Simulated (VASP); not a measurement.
# Sn5Ge12 in VASP: notebook

Runs on Sn5Ge12. Level: PBE. Tasks: single point.

All numbers are computed with VASP 6.6.1; they aren't measurements. Logs are shortened: lines on timing, memory, paths and dates and some standing lists are left out, and cuts for length are marked.

### 1 The cell of the first run

The cell holds a disordered packing, 17 atoms: a = 7.082 Å, b = 7.723 Å, c = 7.545 Å, α = 95.21°, β = 89.49°, γ = 91.15°.

### 2 Single point, PBE

INCAR reads:

```
  PREC = Accurate
  ENCUT = 410
  EDIFF = 1E-6
  ISMEAR = -1
  SIGMA = 0.2585
  LREAL = Auto
  LASPH = True
  NELM = 120
  ALGO = Normal
  ISIF = 2
  LWAVE = False
  LCHARG = False
  GGA = PE
  ISYM = -1
  NBANDS = 133
  GGA_COMPAT = False
```

KPOINTS reads:

```
explicit points
1
Reciprocal
  0.25000000   0.25000000   0.25000000 1
```

POSCAR reads:

```
Sn5Ge12
1.0
    7.0815660000     -0.0735080000      0.0306640000
   -0.0735080000      7.7150240000     -0.3469720000
    0.0306640000     -0.3469720000      7.5368430000
Sn Ge
5 12
Direct
    0.2752842800      0.8065429367      0.3280250761
   -0.0494957048      0.3331697847      0.1064357215
    0.6010967685      0.6230243692      0.8378501423
    0.5134091210      0.5282608919      0.1673241118
    0.7766030111      0.3378869461      0.7524104661
    0.2669662701      0.3485626825      0.8946609658
    0.3375604135     -0.0358230293      0.8520862726
    0.4942810531      1.0582828838      0.5225788695
    0.2787647279      1.1126384918      0.2329445314
    0.6835047409      0.7049696717      0.4810845532
    0.2042021787      0.2783961439      0.5219194577
    0.8386919223      0.0642369491      0.3829157346
    1.0451533982      0.5772211191      0.8279937611
   -0.0381720841      0.7845222312      0.1075786979
    1.0438564224      0.9170925898      0.6253747938
    0.7355378612      0.0589784567      0.9363905206
    0.3519988178      0.5965189080      0.5643768441
```

Potentials or basis: VASP PAW PBE potentials, release 64 (Sn_d, Ge_d).

The run is started by

```sh
$ cat potpaw_PBE.64/Sn_d/POTCAR potpaw_PBE.64/Ge_d/POTCAR > POTCAR
$ mpirun -np 1 vasp_std > vasp.out
```

OUTCAR:

```text
PREC = Accurate
   ENCUT = 410
   EDIFF = 1E-6
   ISMEAR = -1
   LREAL = Auto
   LASPH = True
   NELM = 120
   ISIF = 2
   GGA = PE
   ISYM = -1

 ion  position               nearest neighbor table
   1  0.275  0.807  0.328-   9 2.53  17 2.59  14 2.78   8 2.78  15 2.84   4 2.93  10 3.26
   2  0.951  0.333  0.106-   6 2.75  16 2.80   5 2.95  13 3.01   9 3.12  12 3.16   4 3.48
   3  0.601  0.623  0.838-   5 2.58  17 2.72   4 2.72  10 2.87  13 3.17   6 3.20   7 3.25
   4  0.513  0.528  0.167-   3 2.72  10 2.88   1 2.93   6 2.94  17 3.20   2 3.48
   5  0.777  0.338  0.752-   3 2.58  13 2.65  16 2.68   2 2.95   8 3.30
   6  0.267  0.349  0.895-  13 2.48   2 2.75  11 2.85   4 2.94   3 3.20
   7  0.338  0.964  0.852-  15 2.70   8 2.86   3 3.25
   8  0.494  0.058  0.523-  12 2.65  11 2.69   9 2.74   1 2.78   7 2.86   5 3.30
   9  0.279  0.113  0.233-  11 2.48   1 2.53   8 2.74   2 3.12
  10  0.684  0.705  0.481-  17 2.57   3 2.87   4 2.88   1 3.26
  11  0.204  0.278  0.522-   9 2.48  17 2.64   8 2.69   6 2.85
  12  0.839  0.064  0.383-   8 2.65  15 2.69   2 3.16
  13  0.045  0.577  0.828-   6 2.48  14 2.60   5 2.65   2 3.01   3 3.17
  14  0.962  0.785  0.108-  13 2.60   1 2.78
  15  0.044  0.917  0.625-  12 2.69   7 2.70   1 2.84
  16  0.736  0.059  0.936-   5 2.68   2 2.80
  17  0.352  0.597  0.564-  10 2.57   1 2.59  11 2.64   3 2.72   4 3.20

IMPORTANT INFORMATION: All symmetrisations will be switched off!
NOSYMM: (Re-)initialisation of all symmetry stuff for point group C_1.

----------------------------------------------------------------------------------------

                                     Primitive cell

  volume of cell :     410.8723

  direct lattice vectors                    reciprocal lattice vectors
     7.081566000 -0.073508000  0.030664000     0.141227656  0.001322500 -0.000513708
    -0.073508000  7.715024000 -0.346972000     0.001322500  0.129898530  0.005974730
     0.030664000 -0.346972000  7.536843000    -0.000513708  0.005974730  0.132958696

  length of vectors
     7.082013889  7.723172167  7.544887823     0.141234782  0.130042587  0.133093862

  position of ions in fractional coordinates (direct lattice)
     0.275284280  0.806542937  0.328025076
     0.950504295  0.333169785  0.106435721
     0.601096768  0.623024369  0.837850142
     0.513409121  0.528260892  0.167324112
     0.776603011  0.337886946  0.752410466
     0.266966270  0.348562683  0.894660966
     0.337560414  0.964176971  0.852086273
     0.494281053  0.058282884  0.522578870
     0.278764728  0.112638492  0.232944531
     0.683504741  0.704969672  0.481084553
     0.204202179  0.278396144  0.521919458
     0.838691922  0.064236949  0.382915735
     0.045153398  0.577221119  0.827993761
     0.961827916  0.784522231  0.107578698
     0.043856422  0.917092590  0.625374794
     0.735537861  0.058978457  0.936390521
     0.351998818  0.596518908  0.564376844

  ion indices of the primitive-cell ions
   primitive index   ion index
                 1           1
                 2           2
                 3           3
                 4           4
                 5           5
                 6           6
                 7           7
                 8           8
                 9           9
                10          10
                11          11
                12          12
                13          13
                14          14
                15          15
                16          16
                17          17

----------------------------------------------------------------------------------------

 KPOINTS: explicit points

Read explicit list of k-points.

 Found      1 k-points:

 Following reciprocal coordinates:
            Coordinates               Weight
  0.250000  0.250000  0.250000      1.000000
   k-points           NKPTS =      1   k-points in BZ     NKDIM =      1   number of bands    NBANDS=    133
   number of dos      NEDOS =    301   number of ions     NIONS =     17
   total plane-waves  NPLWV = 129600
   dimension x,y,z NGX =    48 NGY =   54 NGZ =   50
   dimension x,y,z NGXF=    96 NGYF=  108 NGZF=  100
   ions per type =               5  12
   NGX,Y,Z   is equivalent  to a cutoff of  11.27, 11.62, 11.02 a.u.
   NGXF,Y,Z  is equivalent  to a cutoff of  22.54, 23.25, 22.03 a.u.
 SYSTEM =  unknown system
   PREC   = accura    normal or accurate (medium, high low for compatibility)
   ISTART =      0    job   : 0-new  1-cont  2-samecut
   ICHARG =      2    charge: 1-file 2-atom 10-const
   ISPIN  =      1    spin polarized calculation?
   LNONCOLLINEAR =      F non collinear calculations
   LSORBIT =      F    spin-orbit coupling
   LASPH  =      T    aspherical Exc in radial PAW
   ENCUT  =  410.0 eV  30.13 Ry    5.49 a.u.  11.69 12.75 12.46*2*pi/ulx,y,z
   NELM   =    120;   NELMIN=  2; NELMDL= -5     # of ELM steps
   EDIFF  = 0.1E-05   stopping-criterion for ELM
   LREAL  =      T    real-space projection
   EDIFFG = 0.1E-04   stopping-criterion for IOM
   NSW    =      0    number of steps for IOM
   IBRION =     -1    ionic relax: 0-MD 1-quasi-New 2-CG
   NFREE  =      0    steps in history (QN), initial steepest desc. (CG)
   ISIF   =      2    stress and relaxation
   ISYM   =     -1    0-nonsym 1-usesym 2-fastsym
   POTIM  = 0.5000    time-step for ionic-motion
   TEBEG  =    0.0;   TEEND  =   0.0 temperature during run
   PSTRESS=    0.0 pullay stress
   NELECT =     238.0000    total number of electrons
   NUPDOWN=      -1.0000    fix difference up-down
   EMIN   =  10.00;   EMAX   =-10.00  energy-range for DOS
   EFERMI =   0.00;   METHOD = LEGACY
   ISMEAR =    -1;   SIGMA  =   0.26  broadening in eV -4-tet -1-fermi 0-gaus
   EFERMI_NEDOS =   21; number of points for ismear=-14 and -15
   IALGO  =     38    algorithm
   IMIX   =      4    mixing-type and parameters
     AMIX     =   0.40;   BMIX     =  1.00
     AMIX_MAG =   1.60;   BMIX_MAG =  1.00
  volume/ion in A,a.u.               =      24.17       163.10
  Fermi-wavevector in a.u.,A,eV,Ry     =   1.364682  2.578875 25.338911  1.862357
  Thomas-Fermi vector in A             =   2.490977
   LORBIT       =      0    0 simple, 1 ext, 2 COOP (PROOUT), +10 PAW based schemes
   GGA     = PE    functional components
   LHFCALC =     F    Hartree Fock is set to
   AEXX    =    0.0000 exact exchange contribution
   IVDW    =     0    specifies the selected vdW correction
   LEPSILON=     F    determine dielectric tensor
   LRPA    =     F    only Hartree local field effects (RPA)
 non-spin polarized calculation
  energy-cutoff  :      410.00
  volume of cell :      410.87
 maximum number of plane-waves:      7747
 NGX is ok and might be reduce to    48
   NGX = 23   NGY = 25   NGZ = 25

 number of electron     237.9999955 magnetization

 Free energy of the ion-electron system (eV)
  ---------------------------------------------------
  ext. energy  EPLUGINS =         0.00000000
  ---------------------------------------------------
  free energy    TOTEN  =       -65.96739619 eV

  energy without entropy =      -64.08272394  energy(sigma->0) =      -65.02506007

 E-fermi :   5.7256     XC(G=0): -10.1498

 val. band max:        5.2420697896   @ k =   0.2500   0.2500   0.2500
 cond. band min:       5.7793410029   @ k =   0.2500   0.2500   0.2500
 fundamental gap:      0.5372712133
 Fermi energy:         5.7255794505

 k-point     1 :       0.2500    0.2500    0.2500
  band No.  band energies     occupation
      1     -18.9848      2.00000
      2     -18.9742      2.00000
      3     -18.9686      2.00000
      4     -18.9597      2.00000
      5     -18.9536      2.00000
      6     -18.9514      2.00000
      7     -18.9465      2.00000
      8     -18.9412      2.00000
      9     -18.9354      2.00000
     10     -18.9325      2.00000
     11     -18.9245      2.00000
     12     -18.9234      2.00000
     13     -18.9139      2.00000
     14     -18.9122      2.00000
     15     -18.9104      2.00000
     16     -18.9091      2.00000
     17     -18.9048      2.00000
     18     -18.9027      2.00000
     19     -18.8998      2.00000
     20     -18.8958      2.00000
     21     -18.8939      2.00000
     22     -18.8895      2.00000
     23     -18.8865      2.00000
     24     -18.8829      2.00000
     25     -18.8723      2.00000
     26     -18.8701      2.00000
     27     -18.8675      2.00000
     28     -18.8652      2.00000
     29     -18.8594      2.00000
     30     -18.8582      2.00000
     31     -18.8420      2.00000
     32     -18.8335      2.00000
     33     -18.8130      2.00000
     34     -18.8086      2.00000
     35     -18.8059      2.00000
     36     -18.8029      2.00000
     37     -18.7784      2.00000
     38     -18.7715      2.00000
     39     -18.7627      2.00000
     40     -18.7566      2.00000
     41     -18.7554      2.00000
     42     -18.7404      2.00000
     43     -18.7333      2.00000
     44     -18.7299      2.00000
     45     -18.7279      2.00000
     46     -18.7064      2.00000
     47     -18.6993      2.00000
     48     -18.6903      2.00000
     49     -18.6830      2.00000
     50     -18.6716      2.00000
     51     -18.6289      2.00000
     52     -18.6037      2.00000
     53     -18.5927      2.00000
     54     -18.5850      2.00000
     55     -18.5647      2.00000
     56     -18.5210      2.00000
     57     -18.5151      2.00000
     58     -18.4916      2.00000
     59     -18.4894      2.00000
     60     -18.4844      2.00000
     61     -16.1316      2.00000
     62     -15.8865      2.00000
     63     -15.8728      2.00000
     64     -15.8387      2.00000
     65     -15.8254      2.00000
     66     -15.8206      2.00000
     67     -15.8008      2.00000
     68     -15.7727      2.00000
     69     -15.7621      2.00000
     70     -15.7401      2.00000
     71     -15.7275      2.00000
     72     -15.7097      2.00000
     73     -15.7001      2.00000
     74     -15.6779      2.00000
     75     -15.6735      2.00000
     76     -15.6413      2.00000
     77     -15.6253      2.00000
     78     -15.6060      2.00000
     79     -15.5602      2.00000
     80     -15.5476      2.00000
     81     -15.5276      2.00000
     82     -15.5159      2.00000
     83     -15.5018      2.00000
     84     -15.4847      2.00000
     85     -15.3750      2.00000
     86      -6.0615      2.00000
     87      -5.3356      2.00000
     88      -4.8633      2.00000
     89      -3.9972      2.00000
     90      -3.7470      2.00000
     91      -3.3192      2.00000
     92      -2.7238      2.00000
     93      -2.2434      2.00000
     94      -2.1136      2.00000
     95      -1.8207      2.00000
     96      -1.5327      2.00000
     97      -1.2704      2.00000
     98      -0.7919      2.00000
     99      -0.2786      2.00000
    100       0.1353      2.00000
    101       0.3084      2.00000
    102       1.0066      2.00000
    103       1.8901      2.00000
    104       2.2073      2.00000
    105       2.3668      2.00000
    106       2.7706      1.99998
    107       2.9420      1.99996
    108       3.2914      1.99984
    109       3.6120      1.99944
    110       3.8421      1.99863
    111       4.0881      1.99646
    112       4.1860      1.99483
    113       4.3504      1.99026
    114       4.5121      1.98187
    115       4.7173      1.96033
    116       4.8674      1.93021
    117       5.1150      1.82779
    118       5.2421      1.73302
    119       5.7793      0.89639
    120       5.8182      0.82274
    121       6.0164      0.49012
    122       6.2105      0.26574
    123       6.5514      0.07874
    124       6.9450      0.01772
    125       7.1399      0.00838
    126       7.3539      0.00367
    127       7.4743      0.00230
    128       7.7190      0.00089
    129       7.9392      0.00038
    130       8.1746      0.00015
    131       8.3024      0.00009
 [bands above 131 left out]

------------------------ aborting loop because EDIFF is reached ----------------------------------------

  FORCE on cell =-STRESS in cart. coord.  units (eV):
  Direction    XX          YY          ZZ          XY          YZ          ZX
  --------------------------------------------------------------------------------------
  -------------------------------------------------------------------------------------
  Total        9.6719318      9.8656417     14.6225648      3.3407491      2.9286712      6.7675394
  in kB       37.7152438     38.4706065     57.0200047     13.0270944     11.4202157     26.3897022
  external PRESSURE =      44.4019517 kB  Pullay stress =       0.0000000 kB

 VOLUME and BASIS-vectors are now :
 -----------------------------------------------------------------------------
  energy-cutoff  :      410.00
  volume of cell :      410.87
      direct lattice vectors                 reciprocal lattice vectors
     7.081566000 -0.073508000  0.030664000     0.141227656  0.001322500 -0.000513708
    -0.073508000  7.715024000 -0.346972000     0.001322500  0.129898530  0.005974730
     0.030664000 -0.346972000  7.536843000    -0.000513708  0.005974730  0.132958696

 POSITION                                       TOTAL-FORCE (eV/Angst)
 -----------------------------------------------------------------------------------
      1.90022      6.08845      2.20087        -0.349352     -1.007764     -0.818455
      6.70983      2.46361      0.71573        -0.339293     -0.063216      1.442723
      4.23660      4.47175      6.11700        -1.043797      3.032698     -0.163171
      3.60204      3.97975      1.09355         0.008083     -0.971902      1.047748
      5.49780      2.28865      5.57738         0.569381     -2.611007     -2.272900
      1.89235      2.35912      6.63016         0.975192     -0.593832     -0.080459
      2.34571      7.11819      6.09785         0.360716      0.432991     -0.035655
      3.51202      0.23200      3.93353         0.596995      0.035023      0.467293
      1.97295      0.76769      1.72513         0.215772      1.431598     -0.959392
      4.80322      5.22169      3.40221         0.753844      0.754820     -0.278952
      1.44161      1.95173      3.84329        -0.437259     -0.032567      0.784675
      5.94627      0.30108      2.88941        -0.049815     -0.319635     -0.117149
      0.30272      4.16266      6.04156         0.419139      1.319740     -0.045350
      6.75688      5.94458      0.56809        -0.197269      0.618794     -0.123495
      0.26234      6.85518      4.39649        -0.490175      0.489526      0.079007
      5.23314      0.07605      7.05952        -0.466641     -1.417930      0.356505
      2.46616      4.38046      4.05744        -0.525521     -1.097336      0.717029
 -----------------------------------------------------------------------------------
    total drift:                                0.002719      0.004404     -0.003898

  FREE ENERGIE OF THE ION-ELECTRON SYSTEM (eV)
  ---------------------------------------------------
  free  energy   TOTEN  =       -65.9673961910 eV

  energy  without entropy=      -64.0827239411  energy(sigma->0) =      -65.02506007
```

It took 68 s on 1 thread of Intel Xeon 6975P-C (Granite Rapids), shared host; peak memory 0.32 GiB.

What came out:

| Property | Result |
| --- | --- |
| Free energy | -65.9674 eV |
| Pressure | 4.4 GPa |
| Largest force | 3.508 eV/Å |

Forces on the atoms (eV/Å):
```
Sn  -0.349 -1.008 -0.818
Sn  -0.339 -0.063  1.443
Sn  -1.044  3.033 -0.163
Sn   0.008 -0.972  1.048
Sn   0.569 -2.611 -2.273
Ge   0.975 -0.594 -0.080
Ge   0.361  0.433 -0.036
Ge   0.597  0.035  0.467
Ge   0.216  1.432 -0.959
Ge   0.754  0.755 -0.279
Ge  -0.437 -0.033  0.785
Ge  -0.050 -0.320 -0.117
Ge   0.419  1.320 -0.045
Ge  -0.197  0.619 -0.123
Ge  -0.490  0.490  0.079
Ge  -0.467 -1.418  0.357
Ge  -0.526 -1.097  0.717
```

Caveat: the atoms stand as in a frame of molecular dynamics; spin-orbit coupling is left out, which moves the levels of the heavy elements.

### 3 Single point, PBE

INCAR reads:

```
PREC     = Accurate       # precision mode
ENCUT    = 410            # plane-wave cutoff, eV
EDIFF    = 1E-6           # SCF threshold, eV
ISMEAR   = -1             # smearing method
SIGMA    = 0.2585         # smearing width, eV
LREAL    = Auto         
LASPH    = True           # aspherical terms in the spheres
NELM     = 120            # most SCF steps
ALGO     = Normal         # electronic algorithm
ISIF     = 2              # what is computed and relaxed
LWAVE    = False          # write WAVECAR
LCHARG   = False          # write CHGCAR
GGA      = PE             # functional
NBANDS   = 133            # bands
ISYM     = -1           
GGA_COMPAT= False
```

KPOINTS is that of step 2.

POSCAR reads:

```
Sn5Ge12
1.0
    7.0815660000     -0.0735080000      0.0306640000
   -0.0735080000      7.7150240000     -0.3469720000
    0.0306640000     -0.3469720000      7.5368430000
Sn Ge
5 12
Direct
    0.2722307578      0.8054797601      0.2570482415
   -0.0983613121      0.3803235592      0.1638712359
    0.6569522093      0.6535071901      0.8231338923
    0.5460451445      0.4980456344      0.1726979004
    0.8476358626      0.2301815941      0.6792291762
    0.3661471103      0.2203175184      1.0218553677
    0.3285278007     -0.1038045462      0.9505032482
    0.5003928508      1.0876114011      0.5977087033
    0.1768916220      1.1677057657      0.2743940666
    0.7243805170      0.7089960577      0.4798278770
    0.1870772217      0.2553035289      0.6258204715
    0.8802240418      0.0331510794      0.3198611549
    1.1610376661      0.5418344131      0.8605303721
   -0.0243496856      0.7622426638      0.0581411236
    1.0387225739      0.9570417346      0.7278815939
    0.6873126726     -0.0640534598      1.0608695826
    0.3745073032      0.5604225159      0.5658868082
```

Potentials or basis: VASP PAW PBE potentials, release 64 (Sn_d, Ge_d).

The run is started by

```sh
$ cat potpaw_PBE.64/Sn_d/POTCAR potpaw_PBE.64/Ge_d/POTCAR > POTCAR
$ mpirun -np 1 vasp_std > vasp.out
```

Wall time 62 s (1 thread of Intel Xeon 6975P-C (Granite Rapids), shared host); peak memory 0.33 GiB.

Results (log left out):

| Property | Result |
| --- | --- |
| Free energy | -65.2373 eV |
| Pressure | 5.9 GPa |
| Largest force | 3.371 eV/Å |

Forces in eV/Å, atoms in the order of the input:
```
Sn   0.397 -0.415  2.974
Sn   0.955 -0.059 -0.237
Sn  -0.105 -0.622 -0.306
Sn  -0.917  0.882  0.583
Sn  -2.934  1.467  0.775
Ge   0.497  0.365 -1.123
Ge  -0.398 -0.161 -2.829
Ge  -0.303 -0.797 -0.550
Ge   0.964  0.325  1.698
Ge   0.300  0.730 -0.140
Ge   2.755  0.807 -1.037
Ge  -1.227 -0.822  1.092
Ge  -0.025 -0.625 -0.519
Ge   0.320 -0.114  0.129
Ge   0.570 -1.968  0.121
Ge  -0.603  1.337 -0.314
Ge  -0.247 -0.331 -0.318
```

Stress tensor (GPa, compression positive):
```
9.01 3.16 2.72
3.16 3.87 2.06
2.72 2.06 4.93
```

Levels at points of the mesh, in eV from the Fermi level:
```
           k point  band 115  band 116  band 117  band 118  band 119  band 120  band 121  band 122  band 123  band 124
(0.25, 0.25, 0.25)     -1.20     -0.82     -0.53     -0.40     -0.10      0.14      0.37      0.62      0.69      0.94
```

Caveat: the atoms stand as in a frame of molecular dynamics; spin-orbit coupling is left out, which moves the levels of the heavy elements.

[end of part 1 of 2]
